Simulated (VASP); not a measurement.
# NaH (P4mm) in VASP: notebook

The runs below take NaH through single point, with PBE.

Program: VASP 6.6.1. These are calculated values, not measurements. Logs are shortened: lines on timing, memory, paths and dates and some standing lists are left out, and cuts for length are marked.

### Step 1. The cell of the first run

It takes space group P4mm (No. 99, tetragonal). The conventional cell has a = 2.955 Å, b = 2.955 Å, c = 2.955 Å, α = 90.00°, β = 90.00°, γ = 90.00°. Na (site symmetry 4mm) has 8 H at 2.40 to 2.74 Å and 6 Na at 2.96 Å within 3.2 Å. Within 3.2 Å of H (site symmetry 4mm) lie 8 Na at 2.40 to 2.74 Å and 6 H at 2.96 Å.

### Step 2. Single point, PBE (atom 1 (Na) moved by (-0.300, +0.000) A along x and z)

Input file INCAR:

```
SYSTEM = NaH
PREC = Accurate ; ENCUT = 500
EDIFF = 1E-6 ; ISMEAR = 0
SIGMA = 0.05 ; LREAL = .False.
LASPH = .True. ; NELM = 120
ALGO = Normal ; ISIF = 2
LWAVE = .False. ; LCHARG = .False.
GGA = PE ; NBANDS = 11
GGA_COMPAT = .False.
```

Input file KPOINTS:

```
regular mesh
0
Gamma
  10 10 10
  0 0 0
```

Input file POSCAR:

```
NaH
1.0
    2.9551240000      0.0000000000      0.0000000000
    0.0000000000      2.9551240000      0.0000000000
    0.0000000000      0.0000000000      2.9551240000
Na H
1 1
Direct
   -0.1015185826      0.0000000000      0.0000000000
    0.5000000000      0.5000000000      0.5000000000
```

Potentials or basis: VASP PAW PBE potentials, release 64 (Na_pv, H).

Started as:

```
cat potpaw_PBE.64/Na_pv/POTCAR potpaw_PBE.64/H/POTCAR > POTCAR
mpirun -np 1 vasp_std > vasp.out
```

OUTCAR:

```text
SYSTEM = NaH
   PREC = Accurate
   ENCUT = 500
   EDIFF = 1E-6
   ISMEAR = 0
   LREAL = .False.
   LASPH = .True.
   NELM = 120
   ISIF = 2
   GGA = PE

 ion  position               nearest neighbor table
   1  0.898  0.000  0.000-
   2  0.500  0.500  0.500-

  LATTYP: Found a simple cubic cell.
 ALAT       =     2.9551240000

  Lattice vectors:

 A1 = (   2.9551240000,   0.0000000000,   0.0000000000)
 A2 = (   0.0000000000,   2.9551240000,   0.0000000000)
 A3 = (   0.0000000000,   0.0000000000,   2.9551240000)

Analysis of symmetry for initial positions (statically):
=====================================================================
 Subroutine PRICEL returns:
 Original cell was already a primitive cell.

 Routine SETGRP: Setting up the symmetry group for a
 simple cubic supercell.

 Subroutine GETGRP returns: Found  8 space group operations
 (whereof  8 operations were pure point group operations)
 out of a pool of 48 trial point group operations.

The static configuration has the point symmetry C_4v.

Analysis of symmetry for dynamics (positions and initial velocities):
=====================================================================
 Subroutine PRICEL returns:
 Original cell was already a primitive cell.

 Routine SETGRP: Setting up the symmetry group for a
 simple cubic supercell.

 Subroutine GETGRP returns: Found  8 space group operations
 (whereof  8 operations were pure point group operations)
 out of a pool of 48 trial point group operations.

The dynamic configuration has the point symmetry C_4v.

 Subroutine INISYM returns: Found  8 space group operations
 (whereof  8 operations are pure point group operations),
 and found     1 'primitive' translations

----------------------------------------------------------------------------------------

                                     Primitive cell

  volume of cell :      25.8064

  direct lattice vectors                    reciprocal lattice vectors
     2.955124000  0.000000000  0.000000000     0.338395275  0.000000000  0.000000000
     0.000000000  2.955124000  0.000000000     0.000000000  0.338395275  0.000000000
     0.000000000  0.000000000  2.955124000     0.000000000  0.000000000  0.338395275

  length of vectors
     2.955124000  2.955124000  2.955124000     0.338395275  0.338395275  0.338395275

  position of ions in fractional coordinates (direct lattice)
     0.898481417  0.000000000  0.000000000
     0.500000000  0.500000000  0.500000000

  ion indices of the primitive-cell ions
   primitive index   ion index
                 1           1
                 2           2

----------------------------------------------------------------------------------------

 KPOINTS: regular mesh

Automatic generation of k-mesh.
 Grid dimensions read from file:
 generate k-points for:   10   10   10

 Generating k-lattice:

  Cartesian coordinates                     Fractional coordinates (reciprocal lattice)
     0.033839528  0.000000000  0.000000000     0.100000000  0.000000000  0.000000000
     0.000000000  0.033839528  0.000000000     0.000000000  0.100000000  0.000000000
     0.000000000  0.000000000  0.033839528     0.000000000  0.000000000  0.100000000

  Length of vectors
     0.033839528  0.033839528  0.033839528

  Shift w.r.t. Gamma in fractional coordinates (k-lattice)
     0.000000000  0.000000000  0.000000000

 Subroutine IBZKPT returns following result:
 ===========================================

 Found    126 irreducible k-points:

 Following reciprocal coordinates:
            Coordinates               Weight
  0.000000  0.000000  0.000000      1.000000
  0.100000  0.000000  0.000000      2.000000
  0.000000  0.100000  0.000000      4.000000
  0.200000  0.000000  0.000000      2.000000
  0.000000  0.200000  0.000000      4.000000
  0.300000  0.000000  0.000000      2.000000
[... 16 lines left out ...]
  0.500000  0.100000  0.000000      4.000000
  0.000000  0.500000  0.100000      4.000000
 [... further k-points ...]
   k-points           NKPTS =    126   k-points in BZ     NKDIM =    126   number of bands    NBANDS=     11
   number of dos      NEDOS =    301   number of ions     NIONS =      2
   total plane-waves  NPLWV =  13824
   dimension x,y,z NGX =    24 NGY =   24 NGZ =   24
   dimension x,y,z NGXF=    48 NGYF=   48 NGZF=   48
   ions per type =               1   1
   NGX,Y,Z   is equivalent  to a cutoff of  13.50, 13.50, 13.50 a.u.
   NGXF,Y,Z  is equivalent  to a cutoff of  27.00, 27.00, 27.00 a.u.
 SYSTEM =  NaH
   PREC   = accura    normal or accurate (medium, high low for compatibility)
   ISTART =      0    job   : 0-new  1-cont  2-samecut
   ICHARG =      2    charge: 1-file 2-atom 10-const
   ISPIN  =      1    spin polarized calculation?
   LNONCOLLINEAR =      F non collinear calculations
   LSORBIT =      F    spin-orbit coupling
   LASPH  =      T    aspherical Exc in radial PAW
   ENCUT  =  500.0 eV  36.75 Ry    6.06 a.u.   5.39  5.39  5.39*2*pi/ulx,y,z
   NELM   =    120;   NELMIN=  2; NELMDL= -5     # of ELM steps
   EDIFF  = 0.1E-05   stopping-criterion for ELM
   LREAL  =      F    real-space projection
   EDIFFG = 0.1E-04   stopping-criterion for IOM
   NSW    =      0    number of steps for IOM
   IBRION =     -1    ionic relax: 0-MD 1-quasi-New 2-CG
   NFREE  =      0    steps in history (QN), initial steepest desc. (CG)
   ISIF   =      2    stress and relaxation
   ISYM   =      2    0-nonsym 1-usesym 2-fastsym
   POTIM  = 0.5000    time-step for ionic-motion
   TEBEG  =    0.0;   TEEND  =   0.0 temperature during run
   PSTRESS=    0.0 pullay stress
   NELECT =       8.0000    total number of electrons
   NUPDOWN=      -1.0000    fix difference up-down
   EMIN   =  10.00;   EMAX   =-10.00  energy-range for DOS
   EFERMI =   0.00;   METHOD = LEGACY
   ISMEAR =     0;   SIGMA  =   0.05  broadening in eV -4-tet -1-fermi 0-gaus
   EFERMI_NEDOS =   21; number of points for ismear=-14 and -15
   IALGO  =     38    algorithm
   IMIX   =      4    mixing-type and parameters
     AMIX     =   0.40;   BMIX     =  1.00
     AMIX_MAG =   1.60;   BMIX_MAG =  1.00
  volume/ion in A,a.u.               =      12.90        87.08
  Fermi-wavevector in a.u.,A,eV,Ry     =   1.107973  2.093765 16.702564  1.227604
  Thomas-Fermi vector in A             =   2.244494
   LORBIT       =      0    0 simple, 1 ext, 2 COOP (PROOUT), +10 PAW based schemes
   GGA     = PE    functional components
   LHFCALC =     F    Hartree Fock is set to
   AEXX    =    0.0000 exact exchange contribution
   IVDW    =     0    specifies the selected vdW correction
   LEPSILON=     F    determine dielectric tensor
   LRPA    =     F    only Hartree local field effects (RPA)
 non-spin polarized calculation
 Gauss-broadening in eV      SIGMA  =   0.05
  energy-cutoff  :      500.00
  volume of cell :       25.81
 maximum number of plane-waves:       691
 NGX is ok and might be reduce to    24
   NGX = 11   NGY = 11   NGZ = 11

 number of electron       8.0000006 magnetization

 Free energy of the ion-electron system (eV)
  ---------------------------------------------------
  ext. energy  EPLUGINS =         0.00000000
  ---------------------------------------------------
  free energy    TOTEN  =        -4.75333856 eV

  energy without entropy =       -4.75333856  energy(sigma->0) =       -4.75333856

 E-fermi :   1.5547     XC(G=0):  -8.1380

 val. band max:        1.2136510555   @ k =   0.5000   0.5000   0.5000
 cond. band min:       2.2831730363   @ k =   0.5000   0.0000   0.0000
 fundamental gap:      1.0695219808
 Fermi energy:         1.5546960018

 k-point     1 :       0.0000    0.0000    0.0000
  band No.  band energies     occupation
      1     -23.2252      2.00000
      2     -23.2074      2.00000
      3     -23.2074      2.00000
      4      -4.6099      2.00000
      5       9.6117      0.00000
      6      12.1994      0.00000
      7      12.2717      0.00000
      8      13.8162      0.00000
      9      13.8162      0.00000
     10      14.5359      0.00000
     11      26.8690      0.00000

 k-point     2 :       0.1000    0.0000    0.0000
  band No.  band energies     occupation
      1     -23.2424      2.00000
      2     -23.2059      2.00000
      3     -23.2059      2.00000
      4      -4.4535      2.00000
      5       8.7348      0.00000
      6      11.5236      0.00000
      7      12.4364      0.00000
      8      13.9364      0.00000
      9      13.9364      0.00000
     10      16.4685      0.00000
     11      25.3888      0.00000

 k-point     3 :       0.0000    0.1000    0.0000
  band No.  band energies     occupation
      1     -23.2249      2.00000
      2     -23.2235      2.00000
      3     -23.2059      2.00000
      4      -4.4531      2.00000
      5       8.8414      0.00000
      6      11.2309      0.00000
      7      12.3717      0.00000
      8      13.9337      0.00000
      9      14.3423      0.00000
     10      16.3118      0.00000
     11      25.2562      0.00000

 k-point     4 :       0.2000    0.0000    0.0000
  band No.  band energies     occupation
      1     -23.2871      2.00000
      2     -23.2020      2.00000
      3     -23.2020      2.00000
      4      -3.9990      2.00000
      5       6.6899      0.00000
      6      11.5303      0.00000
      7      12.9267      0.00000
      8      14.2910      0.00000
      9      14.2910      0.00000
     10      19.5969      0.00000
     11      23.2106      0.00000

 k-point     5 :       0.0000    0.2000    0.0000
  band No.  band energies     occupation
      1     -23.2698      2.00000
      2     -23.2197      2.00000
      3     -23.2019      2.00000
      4      -3.9976      2.00000
      5       6.7894      0.00000
      6      11.1540      0.00000
      7      12.8576      0.00000
      8      14.2797      0.00000
      9      14.7397      0.00000
     10      19.4833      0.00000
     11      22.9594      0.00000
[... 211 lines left out ...]
 k-point    21 :       0.0000    0.4000    0.1000
  band No.  band energies     occupation
      1     -23.3665      2.00000
      2     -23.2096      2.00000
      3     -23.2090      2.00000
      4      -2.3922      2.00000
      5       3.2221      0.00000
      6      10.9510      0.00000
      7      13.8662      0.00000
      8      15.4533      0.00000
      9      16.6692      0.00000
     10      18.5906      0.00000
     11      19.8292      0.00000

 k-point    22 :       0.1000    0.0000    0.4000
  band No.  band energies     occupation
      1     -23.3666      2.00000
      2     -23.2268      2.00000
      3     -23.1917      2.00000
      4      -2.3908      2.00000
      5       3.2221      0.00000
      6      10.9321      0.00000
      7      13.9212      0.00000
      8      15.6154      0.00000
      9      16.3393      0.00000
     10      18.6647      0.00000
     11      19.8885      0.00000

 k-point    23 :       0.5000    0.1000    0.0000
  band No.  band energies     occupation
      1     -23.3996      2.00000
      2     -23.2077      2.00000
      3     -23.1904      2.00000
      4      -1.9854      2.00000
      5       2.4584      0.00000
      6      11.4959      0.00000
      7      14.6098      0.00000
      8      15.3184      0.00000
      9      16.0672      0.00000
     10      19.1209      0.00000
     11      19.1426      0.00000

 k-point    24 :       0.0000    0.5000    0.1000
  band No.  band energies     occupation
      1     -23.3831      2.00000
      2     -23.2081      2.00000
      3     -23.2073      2.00000
      4      -1.9907      2.00000
      5       2.5310      0.00000
      6      11.2060      0.00000
      7      14.6256      0.00000
      8      15.0431      0.00000
      9      16.5066      0.00000
     10      19.1443      0.00000
     11      19.3184      0.00000

 [... further k-points ...]

------------------------ aborting loop because EDIFF is reached ----------------------------------------

  FORCE on cell =-STRESS in cart. coord.  units (eV):
  Direction    XX          YY          ZZ          XY          YZ          ZX
  --------------------------------------------------------------------------------------
  -------------------------------------------------------------------------------------
  Total        0.1766912      0.1309075      0.1309075     -0.0000000      0.0000000      0.0000000
  in kB       10.9697937      8.1273315      8.1273315     -0.0000000      0.0000000      0.0000000
  external PRESSURE =       9.0748189 kB  Pullay stress =       0.0000000 kB

 VOLUME and BASIS-vectors are now :
 -----------------------------------------------------------------------------
  energy-cutoff  :      500.00
  volume of cell :       25.81
      direct lattice vectors                 reciprocal lattice vectors
     2.955124000  0.000000000  0.000000000     0.338395275  0.000000000  0.000000000
     0.000000000  2.955124000  0.000000000     0.000000000  0.338395275  0.000000000
     0.000000000  0.000000000  2.955124000     0.000000000  0.000000000  0.338395275

 POSITION                                       TOTAL-FORCE (eV/Angst)
 -----------------------------------------------------------------------------------
      2.65512      0.00000      0.00000         0.125815      0.000000     -0.000000
      1.47756      1.47756      1.47756        -0.125815     -0.000000      0.000000
 -----------------------------------------------------------------------------------
    total drift:                               -0.000204      0.000000     -0.000004

  FREE ENERGIE OF THE ION-ELECTRON SYSTEM (eV)
  ---------------------------------------------------
  free  energy   TOTEN  =        -4.7533385629 eV

  energy  without entropy=       -4.7533385629  energy(sigma->0) =       -4.75333856
```

Run time: 50 s. Hardware: 1 thread of Intel Xeon 8259CL, shared host; peak memory 0.12 GiB.

Results:

| Quantity | Value |
| --- | --- |
| Free energy | -4.7533 eV |
| Pressure | 0.9 GPa |
| Largest force | 0.126 eV/Å |
| Band gap on the k mesh | 1.07 eV (least direct gap 4.38 eV) |

Forces on the atoms (eV/Å):
```
Na   0.126  0.000  0.000
H   -0.126  0.000  0.000
```

Stress tensor (GPa, compression positive):
```
1.10 0.00 0.00
0.00 0.81 0.00
0.00 0.00 0.81
```

Caveat: the cell differs from its parent crystal (atom 1 (Na) moved by (-0.300, +0.000) A along x and z). A k mesh can miss the band edges.

### Step 3. Single point, PBE (atom 1 (Na) moved by (-0.150, +0.000) A along x and z)

Input file INCAR:

```
SYSTEM = NaH
PREC     = Accurate       ! precision mode
ENCUT    = 500            ! plane-wave cutoff, eV
EDIFF    = 1E-6           ! SCF threshold, eV
ISMEAR   = 0              ! smearing method
SIGMA    = 0.05           ! smearing width, eV
LREAL    = .FALSE.        ! projectors in reciprocal space
LASPH    = .TRUE.         ! aspherical terms in the spheres
NELM     = 120            ! most SCF steps
ALGO     = Normal         ! electronic algorithm
ISIF     = 2              ! what is computed and relaxed
LWAVE    = .FALSE.        ! write WAVECAR
LCHARG   = .TRUE.         ! write CHGCAR
GGA      = PE             ! functional
LELF     = .TRUE.         ! ELF
LVHAR    = .TRUE.       
NBANDS   = 11             ! bands
GGA_COMPAT= .FALSE.
```

Input file KPOINTS:

```
Automatic mesh
0
G
  10 10 10
  0 0 0
```

POSCAR: that of step 2 with these lines changed.

```diff
@@ -8,3 +8,3 @@
 Direct
-   -0.1015185826      0.0000000000      0.0000000000
+   -0.0507592913      0.0000000000      0.0000000000
     0.5000000000      0.5000000000      0.5000000000
```

Potentials or basis: VASP PAW PBE potentials, release 64 (Na_pv, H).

Started as:

```
cat potpaw_PBE.64/Na_pv/POTCAR potpaw_PBE.64/H/POTCAR > POTCAR
mpirun -np 1 vasp_std > vasp.out
```

Wall time 50 s (1 thread of Intel Xeon 8259CL, shared host); peak memory 0.12 GiB.

The run converged. Its results:

| Property | Result |
| --- | --- |
| Free energy | -4.7675 eV |
| Pressure | 0.3 GPa |
| Largest force | 0.063 eV/Å |
| Band gap on the k mesh | 1.04 eV (least direct gap 4.42 eV) |

Forces on the atoms (eV/Å):
```
Na   0.063  0.000  0.000
H   -0.063  0.000  0.000
```

Stress tensor (GPa, compression positive):
```
0.37 0.00 0.00
0.00 0.28 0.00
0.00 0.00 0.28
```

Levels at points of the mesh, in eV from the valence-band top:
```tsv
k point	band 2	band 3	band 4	band 5	band 6	band 7
(0.00, 0.00, 0.00)	-24.52	-24.52	-5.89	8.59	10.94	10.99
(0.50, 0.00, 0.00)	-24.50	-24.50	-3.38	1.04	10.98	14.22
(0.00, 0.50, 0.00)	-24.51	-24.50	-3.38	1.06	10.87	14.22
(0.50, 0.50, 0.00)	-24.67	-24.49	-1.71	4.29	4.31	6.83
(0.00, 0.50, 0.50)	-24.67	-24.49	-1.71	4.31	4.31	6.84
(0.50, 0.50, 0.50)	-24.64	-24.64	0.00	6.94	6.94	6.96
```

Caveat: the cell differs from its parent crystal (atom 1 (Na) moved by (-0.150, +0.000) A along x and z).
